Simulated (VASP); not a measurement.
Wanted: the native input for a VASP 6.6.1 run.

```
Task                   : single point
Functional             : r2SCAN
Potentials or basis    : VASP PAW PBE potentials, release 64 (P)
Cutoff                 : 440 eV
k mesh                 : 10 × 8 × 1
Occupations            : gaussian, width 0.02 eV
Spin                   : no spin polarisation
Dipole correction      : yes
Further INCAR settings : ALGO = Normal; EDIFF = 1e-06; NBANDS = 18
```

The system is P, a slab with vacuum.

```
P
1.0
     3.29620    0.00000    0.00000
     0.00000    4.43913    0.00000
     0.00000    0.00000   30.33768
P
4
Direct
  0.00000 0.58250 0.46501
  0.50000 0.91750 0.46501
  0.50000 0.08250 0.53499
  0.00000 0.41750 0.53499
```

These files were run (other wordings do the same):

POSCAR

```
P
1.0
    3.2961957556      0.0000000000      0.0000000000
    0.0000000000      4.4391263596      0.0000000000
    0.0000000000      0.0000000000     30.3376758692
P
4
Direct
    0.0000000000      0.5825038165      0.4650088327
    0.5000000000      0.9174961835      0.4650088327
    0.5000000000      0.0825038165      0.5349911673
    0.0000000000      0.4174961835      0.5349911673
```

INCAR.step1

```
SYSTEM = P
PREC     = Accurate       ! precision mode
ENCUT    = 440            ! plane-wave cutoff, eV
ISMEAR   = 0              ! smearing method
SIGMA    = 0.02           ! smearing width, eV
LREAL    = .FALSE.        ! projectors in reciprocal space
LASPH    = .TRUE.         ! aspherical terms in the spheres
NELM     = 120            ! most SCF steps
LDIPOL   = .TRUE.       
IDIPOL   = 3            
DIPOL    = 0.5 0.5 0.500
NBANDS   = 18             ! bands
GGA      = PE             ! functional
ALGO     = Normal         ! electronic algorithm
EDIFF    = 1E-5           ! SCF threshold, eV
LWAVE    = .TRUE.         ! write WAVECAR
LCHARG   = .FALSE.        ! write CHGCAR
GGA_COMPAT= .FALSE.      
NELMDL   = -8
```

INCAR.step2

```
SYSTEM = P
PREC     = Accurate       ! precision mode
ENCUT    = 440            ! plane-wave cutoff, eV
EDIFF    = 1E-6           ! SCF threshold, eV
ISMEAR   = 0              ! smearing method
SIGMA    = 0.02           ! smearing width, eV
LREAL    = .FALSE.        ! projectors in reciprocal space
LASPH    = .TRUE.         ! aspherical terms in the spheres
NELM     = 120            ! most SCF steps
ALGO     = Normal         ! electronic algorithm
ISIF     = 2              ! what is computed and relaxed
LWAVE    = .FALSE.        ! write WAVECAR
LCHARG   = .FALSE.        ! write CHGCAR
LDIPOL   = .TRUE.       
IDIPOL   = 3            
DIPOL    = 0.5 0.5 0.500
METAGGA  = R2SCAN         ! meta-GGA
LMIXTAU  = .TRUE.       
NBANDS   = 18             ! bands
ISTART   = 1            
GGA_COMPAT= .FALSE.
```

KPOINTS

```
regular mesh
0
G
  10 8 1
  0 0 0
```

Potentials or basis: VASP PAW PBE potentials, release 64 (P).

The run is started by

```sh
$ cat potpaw_PBE.64/P/POTCAR > POTCAR
$ cp INCAR.step1 INCAR
$ mpirun -np 1 vasp_std > vasp.out
$ cp INCAR.step2 INCAR
$ mpirun -np 1 vasp_std > vasp.out
```

It gave:

```yaml
Largest_force: 0.366 eV/Å
Band_gap_on_the_k_mesh: 0.92 eV
```

Caveat: the PAW data sets were made with another functional, which shifts forces and pressure a little.

Run time: 15 min on 1 thread of Intel Xeon 8259CL, with other jobs on the host, peak memory 0.45 GiB.
